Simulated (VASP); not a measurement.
# AlGaN2 (P-4m2) in VASP: further runs

The runs below take AlGaN2 through single point, with LDA.

All numbers are computed with VASP 6.6.1; they aren't measurements. Logs are shortened: lines on timing, memory, paths and dates and some standing lists are left out, and cuts for length are marked.

## Step 1: The cell of the first run

Symmetry: P-4m2, No. 115, tetragonal system. The conventional cell has a = 2.974 Å, b = 2.974 Å, c = 4.162 Å, α = 90.00°, β = 90.00°, γ = 90.00°. Within 2.4 Å of Al (site symmetry -4m2) lie 4 N at 1.79 Å. Within 2.4 Å of Ga (site symmetry -4m2) lie 4 N at 1.84 Å. N (site symmetry 2mm) has 2 Al at 1.79 Å and 2 Ga at 1.84 Å within 2.4 Å.

## Step 2: Single point, LDA

Contents of INCAR:

```
ALGO = Normal
EDIFF = 1E-6
ENCUT = 520
GGA = CA
ISIF = 2
ISMEAR = 0
LASPH = True
LCHARG = True
LELF = True
LREAL = False
LVHAR = True
LWAVE = False
NBANDS = 21
NELM = 100
PREC = Accurate
SIGMA = 0.02
```

Contents of KPOINTS:

```
k-points
0
Gamma
  8 8 6
```

Contents of POSCAR:

```
AlGaN2
1.0
    2.9741454351      0.0000000000      0.0000000000
    0.0000000000      2.9741454351      0.0000000000
    0.0000000000      0.0000000000      4.1624451229
Al Ga N
1 1 2
Direct
    0.5000000000      0.5000000000      0.5000000000
    0.0000000000      0.0000000000      0.0000000000
    0.5000000000      0.0000000000      0.7392352156
    0.0000000000      0.5000000000      0.2607647844
```

Potentials or basis: VASP PAW LDA potentials, release 64 (Al, Ga_d, N).

Launch:

```bash
$ cat potpaw_LDA.64/Al/POTCAR potpaw_LDA.64/Ga_d/POTCAR potpaw_LDA.64/N/POTCAR > POTCAR
$ mpirun -np 1 vasp_std > vasp.out
```

OUTCAR:

```text
EDIFF = 1E-6
   ENCUT = 520
   GGA = CA
   ISIF = 2
   ISMEAR = 0
   LASPH = True
   LREAL = False
   NELM = 100
   PREC = Accurate

 ion  position               nearest neighbor table
   1  0.500  0.500  0.500-   3 1.79   4 1.79   3 1.79   4 1.79   2 2.96   2 2.96   2 2.96   2 2.96
                             2 2.96   2 2.96   2 2.96   2 2.96
   2  0.000  0.000  0.000-   3 1.84   4 1.84   4 1.84   3 1.84   1 2.96   1 2.96   1 2.96   1 2.96
                             1 2.96   1 2.96   1 2.96   1 2.96
   3  0.500  0.000  0.739-   1 1.79   1 1.79   2 1.84   2 1.84
   4  0.000  0.500  0.261-   1 1.79   1 1.79   2 1.84   2 1.84

  LATTYP: Found a simple tetragonal cell.
 ALAT       =     2.9741454351
 C/A-ratio  =     1.3995432348

  Lattice vectors:

 A1 = (   2.9741454351,   0.0000000000,   0.0000000000)
 A2 = (   0.0000000000,   2.9741454351,   0.0000000000)
 A3 = (   0.0000000000,   0.0000000000,   4.1624451229)

Analysis of symmetry for initial positions (statically):
=====================================================================
 Subroutine PRICEL returns:
 Original cell was already a primitive cell.

 Routine SETGRP: Setting up the symmetry group for a
 simple tetragonal supercell.

 Subroutine GETGRP returns: Found  8 space group operations
 (whereof  8 operations were pure point group operations)
 out of a pool of 16 trial point group operations.

The static configuration has the point symmetry D_2d.

Analysis of symmetry for dynamics (positions and initial velocities):
=====================================================================
 Subroutine PRICEL returns:
 Original cell was already a primitive cell.

 Routine SETGRP: Setting up the symmetry group for a
 simple tetragonal supercell.

 Subroutine GETGRP returns: Found  8 space group operations
 (whereof  8 operations were pure point group operations)
 out of a pool of 16 trial point group operations.

The dynamic configuration has the point symmetry D_2d.

 Subroutine INISYM returns: Found  8 space group operations
 (whereof  8 operations are pure point group operations),
 and found     1 'primitive' translations

----------------------------------------------------------------------------------------

                                     Primitive cell

  volume of cell :      36.8191

  direct lattice vectors                    reciprocal lattice vectors
[... 86 lines left out ...]
   LNONCOLLINEAR =      F non collinear calculations
   LSORBIT =      F    spin-orbit coupling
   LASPH  =      T    aspherical Exc in radial PAW
   ENCUT  =  520.0 eV  38.22 Ry    6.18 a.u.   5.53  5.53  7.74*2*pi/ulx,y,z
   NELM   =    100;   NELMIN=  2; NELMDL= -5     # of ELM steps
   EDIFF  = 0.1E-05   stopping-criterion for ELM
   LREAL  =      F    real-space projection
   EDIFFG = 0.1E-04   stopping-criterion for IOM
   NSW    =      0    number of steps for IOM
   IBRION =     -1    ionic relax: 0-MD 1-quasi-New 2-CG
   NFREE  =      0    steps in history (QN), initial steepest desc. (CG)
   ISIF   =      2    stress and relaxation
   ISYM   =      2    0-nonsym 1-usesym 2-fastsym
   POTIM  = 0.5000    time-step for ionic-motion
   TEBEG  =    0.0;   TEEND  =   0.0 temperature during run
   PSTRESS=    0.0 pullay stress
   NELECT =      26.0000    total number of electrons
   NUPDOWN=      -1.0000    fix difference up-down
   EMIN   =  10.00;   EMAX   =-10.00  energy-range for DOS
   EFERMI =   0.00;   METHOD = LEGACY
   ISMEAR =     0;   SIGMA  =   0.02  broadening in eV -4-tet -1-fermi 0-gaus
   EFERMI_NEDOS =   21; number of points for ismear=-14 and -15
   IALGO  =     38    algorithm
   IMIX   =      4    mixing-type and parameters
     AMIX     =   0.40;   BMIX     =  1.00
     AMIX_MAG =   1.60;   BMIX_MAG =  1.00
  volume/ion in A,a.u.               =       9.20        62.12
  Fermi-wavevector in a.u.,A,eV,Ry     =   1.457835  2.754908 28.916220  2.125282
  Thomas-Fermi vector in A             =   2.574590
   LORBIT       =      0    0 simple, 1 ext, 2 COOP (PROOUT), +10 PAW based schemes
   GGA     = CA    functional components
   LHFCALC =     F    Hartree Fock is set to
   AEXX    =    0.0000 exact exchange contribution
   IVDW    =     0    specifies the selected vdW correction
   LEPSILON=     F    determine dielectric tensor
   LRPA    =     F    only Hartree local field effects (RPA)
 non-spin polarized calculation
 Gauss-broadening in eV      SIGMA  =   0.02
  energy-cutoff  :      520.00
  volume of cell :       36.82
 maximum number of plane-waves:      1005
 NGX is ok and might be reduce to    24
   NGX = 11   NGY = 11   NGZ = 15

 number of electron      25.9999991 magnetization

 Free energy of the ion-electron system (eV)
  ---------------------------------------------------
  ext. energy  EPLUGINS =         0.00000000
  ---------------------------------------------------
  free energy    TOTEN  =       -29.63444789 eV

  energy without entropy =      -29.63444789  energy(sigma->0) =      -29.63444789

 E-fermi :   7.4104     XC(G=0): -12.5767

 val. band max:        7.2963752067   @ k =   0.0000   0.0000   0.0000
 cond. band min:      10.5916634738   @ k =   0.5000   0.5000   0.0000
 fundamental gap:      3.2952882671
 Fermi energy:         7.4104277560

 k-point     1 :       0.0000    0.0000    0.0000
  band No.  band energies     occupation
      1      -9.4273      2.00000
      2      -7.3380      2.00000
      3      -5.8777      2.00000
      4      -5.8777      2.00000
      5      -5.8336      2.00000
      6      -5.5323      2.00000
[... 565 lines left out ...]
     20      20.6224      0.00000
     21      20.6753      0.00000

 [... further k-points ...]
[... 5 lines left out ...]
  --------------------------------------------------------------------------------------
  -------------------------------------------------------------------------------------
  Total        9.5792032      9.5792032      9.5662773      0.0000000     -0.0000000      0.0000000
  in kB      416.8377527    416.8377527    416.2752836      0.0000000     -0.0000000      0.0000000
  external PRESSURE =     416.6502630 kB  Pullay stress =       0.0000000 kB

 VOLUME and BASIS-vectors are now :
 -----------------------------------------------------------------------------
  energy-cutoff  :      520.00
  volume of cell :       36.82
      direct lattice vectors                 reciprocal lattice vectors
     2.974145435  0.000000000  0.000000000     0.336231036  0.000000000  0.000000000
     0.000000000  2.974145435  0.000000000     0.000000000  0.336231036  0.000000000
     0.000000000  0.000000000  4.162445123     0.000000000  0.000000000  0.240243408

 POSITION                                       TOTAL-FORCE (eV/Angst)
 -----------------------------------------------------------------------------------
      1.48707      1.48707      2.08122        -0.000000     -0.000000      0.000000
      0.00000      0.00000      0.00000         0.000000      0.000000      0.000000
      1.48707      0.00000      3.07703        -0.000000      0.000000     -0.024100
      0.00000      1.48707      1.08542        -0.000000      0.000000      0.024100
 -----------------------------------------------------------------------------------
    total drift:                                0.000000      0.000000      0.000000

  FREE ENERGIE OF THE ION-ELECTRON SYSTEM (eV)
  ---------------------------------------------------
  free  energy   TOTEN  =       -29.6344478918 eV

  energy  without entropy=      -29.6344478918  energy(sigma->0) =      -29.63444789
```

OSZICAR:

```text
N       E                     dE             d eps       ncg     rms          rms(c)
DAV:   1     0.167006026481E+03    0.16701E+03   -0.13257E+04  2873   0.194E+03
DAV:   2    -0.164339832483E+02   -0.18344E+03   -0.17143E+03  2726   0.417E+02
DAV:   3    -0.347899144718E+02   -0.18356E+02   -0.18163E+02  2929   0.105E+02
DAV:   4    -0.351932203399E+02   -0.40331E+00   -0.40293E+00  3049   0.161E+01
DAV:   5    -0.351996648734E+02   -0.64445E-02   -0.64440E-02  2874   0.198E+00    0.128E+01
DAV:   6    -0.297337453591E+02    0.54659E+01   -0.14526E+01  3885   0.643E+01    0.421E+00
DAV:   7    -0.297016785149E+02    0.32067E-01   -0.14061E+00  2695   0.849E+00    0.284E+00
DAV:   8    -0.296484907485E+02    0.53188E-01   -0.20370E-01  3585   0.572E+00    0.835E-01
DAV:   9    -0.296342700554E+02    0.14221E-01   -0.48579E-02  3678   0.404E+00    0.217E-01
DAV:  10    -0.296345457126E+02   -0.27566E-03   -0.57273E-03  2974   0.617E-01    0.126E-01
DAV:  11    -0.296344592022E+02    0.86510E-04   -0.33053E-04  2971   0.134E-01    0.434E-02
DAV:  12    -0.296344471900E+02    0.12012E-04   -0.63999E-05  3515   0.148E-01    0.114E-02
DAV:  13    -0.296344478918E+02   -0.70175E-06   -0.76208E-06  2700   0.195E-02
   1 F= -.29634448E+02 E0= -.29634448E+02  d E =-.442497E-18
```

stdout:

```text
POSCAR found type information on POSCAR AlGaN
 POSCAR found :  3 types and       4 ions
 scaLAPACK will be used
 LDA part: xc-table for (Slater(with rela. corr.)+CA(PZ))
 , standard interpolation
 POSCAR, INCAR and KPOINTS ok, starting setup
 FFT: planning ... GRIDC
 FFT: planning ... GRID_SOFT
 FFT: planning ... GRID
 WAVECAR not read
 entering main loop
```

Wall time 16 s (1 thread of Intel Xeon 6975P-C, shared host); peak memory 0.17 GiB.

What came out:

```
Free energy            : -29.6344 eV
Pressure               : 41.7 GPa
Largest force          : 0.024 eV/Å
Band gap on the k mesh : 3.30 eV, indirect (least direct gap 3.63 eV)
```

Forces on the atoms (eV/Å):
```
Al   0.000  0.000  0.000
Ga   0.000  0.000  0.000
N    0.000  0.000 -0.024
N    0.000  0.000  0.024
```

A k mesh can miss the band edges.

## Step 3: Single point, LDA

Contents of INCAR:

```
SYSTEM = AlGaN2
ALGO = Normal
EDIFF = 1E-6
ENCUT = 520
GGA = CA
ISIF = 2
ISMEAR = 0
LASPH = .TRUE.
LCHARG = .FALSE.
LREAL = .FALSE.
LWAVE = .FALSE.
NBANDS = 21
NELM = 100
PREC = Accurate
SIGMA = 0.02
```

Contents of KPOINTS:

```
k-points
0
G
  8 8 6
  0 0 0
```

POSCAR is that of step 2.

Potentials or basis: VASP PAW LDA potentials, release 64 (Al, Ga_d, N).

Launch:

```bash
$ cat potpaw_LDA.64/Al/POTCAR potpaw_LDA.64/Ga_d/POTCAR potpaw_LDA.64/N/POTCAR > POTCAR
$ mpirun -np 1 vasp_std > vasp.out
```

It took 15 s on 1 thread of Intel Xeon 6975P-C, shared host; peak memory 0.17 GiB.

The run converged. Its results:

```yaml
Free_energy: -29.6344 eV
Pressure: 41.7 GPa
Largest_force: 0.024 eV/Å
Band_gap_on_the_k_mesh: 3.30 eV, indirect (least direct gap 3.63 eV)
```

Forces in eV/Å, atoms in the order of the input:
```
Al   0.000  0.000  0.000
Ga   0.000  0.000  0.000
N    0.000  0.000 -0.024
N    0.000  0.000  0.024
```

Levels at points of the mesh, in eV from the valence-band top:
```tsv
k point	band 10	band 11	band 12	band 13	band 14	band 15	band 16	band 17
(0.00, 0.00, 0.00)	-2.82	-0.33	0.00	0.00	3.63	4.18	8.31	12.47
(0.50, 0.00, 0.00)	-3.46	-3.26	-1.17	-0.87	7.61	8.29	8.86	9.52
(0.50, 0.50, 0.00)	-2.73	-2.69	-2.69	-2.65	3.30	3.30	7.21	9.44
(0.00, 0.00, 0.50)	-1.95	-1.95	-1.14	-1.14	5.95	6.10	9.35	10.09
(0.50, 0.00, 0.50)	-1.15	-1.03	-0.68	-0.63	6.53	7.79	10.00	10.40
(0.50, 0.50, 0.50)	-4.81	-3.94	-3.94	-3.82	6.53	6.53	10.73	11.55
```
